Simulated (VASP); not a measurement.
# BiTe (P1) in VASP: single point with PBEsol

Aim: the single point of BiTe with PBEsol.

All numbers are computed with VASP 6.6.1; they aren't measurements. Logs are shortened: lines on timing, memory, paths and dates and some standing lists are left out, and cuts for length are marked.

**1. The cell of the first run**

The typed cell holds 4 atoms: a = 4.521 Å, b = 4.521 Å, c = 6.394 Å, α = 90.00°, β = 90.00°, γ = 90.00°.

**2. Single point, PBEsol (atoms moved at random)**

The input, INCAR:

```
  ALGO = Normal
  EDIFF = 1E-7
  ENCUT = 520
  GGA = PS
  ISIF = 2
  ISMEAR = 0
  LASPH = T
  LCHARG = F
  LREAL = F
  LWAVE = F
  NBANDS = 29
  NELM = 60
  PREC = Accurate
  SIGMA = 0.15
```

The input, KPOINTS:

```
k-points
0
Gamma
  8 8 6
```

The input, POSCAR:

```
BiTe
1.0
    0.0000000000     -3.1971538300     -3.1971538300
    0.0000000000      3.1971538300     -3.1971538300
    6.3943076600      0.0000000000      0.0000000000
Bi Te
2 2
Direct
    0.4990488803      0.4964877097      0.4993949722
    0.0045036559     -0.0018151247     -0.0031655185
    0.4989320103      0.5023060804      0.0018788269
   -0.0024845466      0.0030213345      0.5018917194
```

Potentials or basis: VASP PAW PBE potentials, release 64 (Bi_d, Te).

The run is started by

```
$ cat potpaw_PBE.64/Bi_d/POTCAR potpaw_PBE.64/Te/POTCAR > POTCAR
$ mpirun -np 1 vasp_std > vasp.out
```

OUTCAR:

```text
EDIFF = 1E-7
   ENCUT = 520
   GGA = PS
   ISIF = 2
   ISMEAR = 0
   LASPH = T
   LREAL = F
   NELM = 60
   PREC = Accurate

 ion  position               nearest neighbor table
   1  0.499  0.496  0.499-   4 3.17   4 3.18   3 3.18   3 3.21   4 3.21   4 3.22
   2  0.005  0.998  0.997-   4 3.17   3 3.17   3 3.19   3 3.20   3 3.23   4 3.23
   3  0.499  0.502  0.002-   2 3.17   1 3.18   2 3.19   2 3.20   1 3.21   2 3.23
   4  0.998  0.003  0.502-   2 3.17   1 3.17   1 3.18   1 3.21   1 3.22   2 3.23

  LATTYP: Found a simple tetragonal cell.
 ALAT       =     4.5214583074
 C/A-ratio  =     1.4142135624

  Lattice vectors:

 A1 = (   0.0000000000,  -3.1971538300,  -3.1971538300)
 A2 = (   0.0000000000,   3.1971538300,  -3.1971538300)
 A3 = (   6.3943076600,   0.0000000000,   0.0000000000)

Analysis of symmetry for initial positions (statically):
=====================================================================
 Subroutine PRICEL returns:
 Original cell was already a primitive cell.

 Routine SETGRP: Setting up the symmetry group for a
 simple tetragonal supercell.

 Subroutine GETGRP returns: Found  1 space group operations
 (whereof  1 operations were pure point group operations)
 out of a pool of 16 trial point group operations.

The static configuration has the point symmetry C_1 .

Analysis of symmetry for dynamics (positions and initial velocities):
=====================================================================
 Subroutine PRICEL returns:
 Original cell was already a primitive cell.

 Routine SETGRP: Setting up the symmetry group for a
 simple tetragonal supercell.

 Subroutine GETGRP returns: Found  1 space group operations
 (whereof  1 operations were pure point group operations)
 out of a pool of 16 trial point group operations.

The dynamic configuration has the point symmetry C_1 .

 Subroutine INISYM returns: Found  1 space group operations
 (whereof  1 operations are pure point group operations),
 and found     1 'primitive' translations

----------------------------------------------------------------------------------------

                                     Primitive cell

  volume of cell :     130.7226

  direct lattice vectors                    reciprocal lattice vectors
     0.000000000 -3.197153830 -3.197153830     0.000000000 -0.156389097 -0.156389097
     0.000000000  3.197153830 -3.197153830     0.000000000  0.156389097 -0.156389097
     6.394307660  0.000000000  0.000000000     0.156389097  0.000000000  0.000000000

  length of vectors
     4.521458307  4.521458307  6.394307660     0.221167582  0.221167582  0.156389097

  position of ions in fractional coordinates (direct lattice)
     0.499048880  0.496487710  0.499394972
     0.004503656  0.998184875  0.996834482
     0.498932010  0.502306080  0.001878827
     0.997515453  0.003021334  0.501891719

  ion indices of the primitive-cell ions
   primitive index   ion index
                 1           1
                 2           2
                 3           3
                 4           4

----------------------------------------------------------------------------------------

 KPOINTS: k-points

Automatic generation of k-mesh.
 Grid dimensions read from file:
 generate k-points for:    8    8    6

 Generating k-lattice:

  Cartesian coordinates                     Fractional coordinates (reciprocal lattice)
     0.000000000 -0.019548637 -0.019548637     0.125000000  0.000000000  0.000000000
     0.000000000  0.019548637 -0.019548637     0.000000000  0.125000000  0.000000000
     0.026064849  0.000000000  0.000000000     0.000000000  0.000000000  0.166666667

  Length of vectors
     0.027645948  0.027645948  0.026064849

  Shift w.r.t. Gamma in fractional coordinates (k-lattice)
     0.000000000  0.000000000  0.000000000

 Subroutine IBZKPT returns following result:
 ===========================================

 Found    196 irreducible k-points:

 Following reciprocal coordinates:
            Coordinates               Weight
  0.000000  0.000000  0.000000      1.000000
  0.125000  0.000000  0.000000      2.000000
  0.000000  0.125000  0.000000      2.000000
  0.250000  0.000000  0.000000      2.000000
  0.000000  0.250000  0.000000      2.000000
  0.375000  0.000000  0.000000      2.000000
[... 16 lines left out ...]
 -0.250000  0.250000  0.000000      2.000000
  0.375000  0.250000  0.000000      2.000000
 [... further k-points ...]
   k-points           NKPTS =    196   k-points in BZ     NKDIM =    196   number of bands    NBANDS=     29
   number of dos      NEDOS =    301   number of ions     NIONS =      4
   total plane-waves  NPLWV =  62208
   dimension x,y,z NGX =    36 NGY =   36 NGZ =   48
   dimension x,y,z NGXF=    72 NGYF=   72 NGZF=   96
   ions per type =               2   2
   NGX,Y,Z   is equivalent  to a cutoff of  13.24, 13.24, 12.48 a.u.
   NGXF,Y,Z  is equivalent  to a cutoff of  26.47, 26.47, 24.96 a.u.
 SYSTEM =  unknown system
   PREC   = accura    normal or accurate (medium, high low for compatibility)
   ISTART =      0    job   : 0-new  1-cont  2-samecut
   ICHARG =      2    charge: 1-file 2-atom 10-const
   ISPIN  =      1    spin polarized calculation?
   LNONCOLLINEAR =      F non collinear calculations
   LSORBIT =      F    spin-orbit coupling
   LASPH  =      T    aspherical Exc in radial PAW
   ENCUT  =  520.0 eV  38.22 Ry    6.18 a.u.   8.41  8.41 11.89*2*pi/ulx,y,z
   NELM   =     60;   NELMIN=  2; NELMDL= -5     # of ELM steps
   EDIFF  = 0.1E-06   stopping-criterion for ELM
   LREAL  =      F    real-space projection
   EDIFFG = 0.1E-05   stopping-criterion for IOM
   NSW    =      0    number of steps for IOM
   IBRION =     -1    ionic relax: 0-MD 1-quasi-New 2-CG
   NFREE  =      0    steps in history (QN), initial steepest desc. (CG)
   ISIF   =      2    stress and relaxation
   ISYM   =      2    0-nonsym 1-usesym 2-fastsym
   POTIM  = 0.5000    time-step for ionic-motion
   TEBEG  =    0.0;   TEEND  =   0.0 temperature during run
   PSTRESS=    0.0 pullay stress
   NELECT =      42.0000    total number of electrons
   NUPDOWN=      -1.0000    fix difference up-down
   EMIN   =  10.00;   EMAX   =-10.00  energy-range for DOS
   EFERMI =   0.00;   METHOD = LEGACY
   ISMEAR =     0;   SIGMA  =   0.15  broadening in eV -4-tet -1-fermi 0-gaus
   EFERMI_NEDOS =   21; number of points for ismear=-14 and -15
   IALGO  =     38    algorithm
   IMIX   =      4    mixing-type and parameters
     AMIX     =   0.40;   BMIX     =  1.00
     AMIX_MAG =   1.60;   BMIX_MAG =  1.00
  volume/ion in A,a.u.               =      32.68       220.54
  Fermi-wavevector in a.u.,A,eV,Ry     =   1.121264  2.118881 17.105681  1.257232
  Thomas-Fermi vector in A             =   2.257916
   LORBIT       =      0    0 simple, 1 ext, 2 COOP (PROOUT), +10 PAW based schemes
   GGA     = PS    functional components
   LHFCALC =     F    Hartree Fock is set to
   AEXX    =    0.0000 exact exchange contribution
   IVDW    =     0    specifies the selected vdW correction
   LEPSILON=     F    determine dielectric tensor
   LRPA    =     F    only Hartree local field effects (RPA)
 non-spin polarized calculation
 Gauss-broadening in eV      SIGMA  =   0.15
  energy-cutoff  :      520.00
  volume of cell :      130.72
 maximum number of plane-waves:      3563
 NGX is ok and might be reduce to    36
   NGX = 17   NGY = 17   NGZ = 23

 number of electron      42.0000006 magnetization

 Free energy of the ion-electron system (eV)
  ---------------------------------------------------
  ext. energy  EPLUGINS =         0.00000000
  ---------------------------------------------------
  free energy    TOTEN  =       -15.99650090 eV

  energy without entropy =      -15.96786220  energy(sigma->0) =      -15.98218155

 E-fermi :   6.9057     XC(G=0):  -9.7498

 val. band max:        6.9045013106   @ k =   0.1250   0.5000   0.1667
 cond. band min:       6.9059813171   @ k =  -0.1250   0.5000   0.1667
 fundamental gap:      0.0014800066
 Fermi energy:         6.9056617261

 k-point     1 :       0.0000    0.0000    0.0000
  band No.  band energies     occupation
      1     -16.1619      2.00000
      2     -16.1444      2.00000
      3     -16.1440      2.00000
      4     -16.1420      2.00000
      5     -16.1386      2.00000
      6     -16.1377      2.00000
[... 21 lines left out ...]
     28      11.5110      0.00000
     29      11.5139      0.00000

 k-point     2 :       0.1250    0.0000    0.0000
  band No.  band energies     occupation
      1     -16.1605      2.00000
      2     -16.1450      2.00000
      3     -16.1442      2.00000
      4     -16.1408      2.00000
      5     -16.1398      2.00000
      6     -16.1372      2.00000
[... 21 lines left out ...]
     28      11.6040      0.00000
     29      11.8927      0.00000

 k-point     3 :       0.0000    0.1250    0.0000
  band No.  band energies     occupation
      1     -16.1605      2.00000
      2     -16.1450      2.00000
      3     -16.1442      2.00000
      4     -16.1408      2.00000
      5     -16.1398      2.00000
      6     -16.1372      2.00000
[... 21 lines left out ...]
     28      11.5957      0.00000
     29      11.8933      0.00000

 k-point     4 :       0.2500    0.0000    0.0000
  band No.  band energies     occupation
      1     -16.1573      2.00000
      2     -16.1467      2.00000
      3     -16.1450      2.00000
      4     -16.1426      2.00000
      5     -16.1376      2.00000
      6     -16.1367      2.00000
[... 21 lines left out ...]
     28      11.4844      0.00000
     29      11.8867      0.00000

 k-point     5 :       0.0000    0.2500    0.0000
  band No.  band energies     occupation
      1     -16.1573      2.00000
      2     -16.1467      2.00000
      3     -16.1450      2.00000
      4     -16.1426      2.00000
      5     -16.1376      2.00000
      6     -16.1367      2.00000
[... 21 lines left out ...]
     28      11.4753      0.00000
     29      11.8890      0.00000
[... 510 lines left out ...]
     28      11.2863      0.00000
     29      14.2462      0.00000

 k-point    22 :       0.2500    0.2500    0.0000
  band No.  band energies     occupation
      1     -16.1563      2.00000
      2     -16.1523      2.00000
      3     -16.1438      2.00000
      4     -16.1415      2.00000
      5     -16.1395      2.00000
      6     -16.1339      2.00000
[... 21 lines left out ...]
     28      12.0822      0.00000
     29      12.0829      0.00000

 k-point    23 :      -0.2500    0.2500    0.0000
  band No.  band energies     occupation
      1     -16.1559      2.00000
      2     -16.1526      2.00000
      3     -16.1440      2.00000
      4     -16.1413      2.00000
      5     -16.1393      2.00000
      6     -16.1339      2.00000
[... 21 lines left out ...]
     28      12.0891      0.00000
     29      12.0899      0.00000

 k-point    24 :       0.3750    0.2500    0.0000
  band No.  band energies     occupation
      1     -16.1568      2.00000
      2     -16.1553      2.00000
      3     -16.1430      2.00000
      4     -16.1412      2.00000
      5     -16.1398      2.00000
      6     -16.1363      2.00000
[... 21 lines left out ...]
     28      11.3096      0.00000
     29      13.2434      0.00000

 [... further k-points ...]
[... 5 lines left out ...]
  --------------------------------------------------------------------------------------
  -------------------------------------------------------------------------------------
  Total        0.2410772     -0.0896291     -0.1053638     -0.0134405      0.0029768      0.0029347
  in kB        2.9547182     -1.0985230     -1.2913725     -0.1647315      0.0364841      0.0359690
  external PRESSURE =       0.1882742 kB  Pullay stress =       0.0000000 kB

 VOLUME and BASIS-vectors are now :
 -----------------------------------------------------------------------------
  energy-cutoff  :      520.00
  volume of cell :      130.72
      direct lattice vectors                 reciprocal lattice vectors
     0.000000000 -3.197153830 -3.197153830     0.000000000 -0.156389097 -0.156389097
     0.000000000  3.197153830 -3.197153830     0.000000000  0.156389097 -0.156389097
     6.394307660  0.000000000  0.000000000     0.156389097  0.000000000  0.000000000

 POSITION                                       TOTAL-FORCE (eV/Angst)
 -----------------------------------------------------------------------------------
      3.19329     -0.00819     -3.18288         0.048331      0.082125     -0.045506
      6.37407      3.17695     -3.20575         0.098804      0.102860      0.008482
      0.01201      0.01079     -3.20111        -0.061394     -0.099540      0.003385
      3.20925     -3.17955     -3.19887        -0.085741     -0.085445      0.033639
 -----------------------------------------------------------------------------------
    total drift:                                0.000696      0.000987     -0.000266

  FREE ENERGIE OF THE ION-ELECTRON SYSTEM (eV)
  ---------------------------------------------------
  free  energy   TOTEN  =       -15.9965008998 eV

  energy  without entropy=      -15.9678622029  energy(sigma->0) =      -15.98218155
```

It took 6.5 min on 1 thread of Intel Xeon Platinum 8488C (Sapphire Rapids), shared host; peak memory 0.7 GiB.

What came out:

```
Free energy            : -15.9965 eV
Pressure               : 0.0 GPa
Largest force          : 0.143 eV/Å
Band gap on the k mesh : zero (band 21 reaches 9.38 eV, above the bottom of band 22 at 6.06 eV)
```

Forces on the atoms (eV/Å):
```
Bi   0.048  0.082 -0.046
Bi   0.099  0.103  0.008
Te  -0.061 -0.100  0.003
Te  -0.086 -0.085  0.034
```

Stress tensor (GPa, compression positive):
```
 0.30 -0.02  0.00
-0.02 -0.11  0.00
 0.00  0.00 -0.13
```

Levels at points of the mesh, in eV from the Fermi level:
```tsv
k point	band 19	band 20	band 21	band 22	band 23	band 24
(0.00, 0.00, 0.00)	-2.61	-2.61	2.05	2.24	2.24	2.25
(0.50, 0.00, 0.00)	-2.13	-2.11	-0.09	-0.06	0.03	0.05
(0.00, 0.50, 0.00)	-2.13	-2.12	-0.09	-0.06	0.04	0.04
(0.50, 0.50, 0.00)	-4.16	-4.16	2.05	2.06	3.78	3.78
(0.00, 0.00, 0.50)	-2.86	-2.83	0.90	0.94	2.73	2.74
(0.50, 0.00, 0.50)	-1.59	-1.58	-0.85	-0.85	-0.66	-0.66
(0.00, 0.50, 0.50)	-1.59	-1.58	-0.85	-0.84	-0.66	-0.66
(0.50, 0.50, 0.50)	-1.58	-1.58	-0.25	-0.24	4.04	4.04
```

Caveat: the cell differs from its parent crystal (atoms moved at random); the PAW data sets were made with another functional, which shifts forces and pressure a little; spin-orbit coupling is left out, which moves the levels of the heavy elements.
